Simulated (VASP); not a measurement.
Crystal: GaCo.

```
Ga Co
1.0
     2.87800    0.00000    0.00000
     0.00000    2.87800    0.00000
     0.00000    0.00000    2.87800
Ga Co
1 1
Direct
  0.50000 0.50000 0.50000
  0.00000 0.00000 0.00000
```

Base run:

```yaml
Program: VASP 6.6.1
Functional: LDA
Potentials_or_basis: VASP PAW LDA potentials, release 64 (Ga_d, Co)
Cutoff: 520 eV
k_mesh: 11 × 11 × 11
Occupations: fermi-dirac, width 0.08 eV
Spin: collinear spin, ferromagnetic start
Starting_moments: "[0.0, 1.4] μB"
Fixed_moment: 1.4 μB
```

Its results: pressure -4.6 GPa; site moments Ga +0.03; Co +1.32 μB.

The run is repeated on the same cell with these changes: fixed moment from 1.4 μB to 0.5 μB; moments at the start from [0.0, 1.4] to [0.0, 0.5]. What comes out?

Pressure -11.5 GPa; site moments Ga -0.01; Co +0.51 μB.

Caveats: the cell stands under tension; the total moment is fixed, so each spin has its own Fermi level and the state may be an excited one.
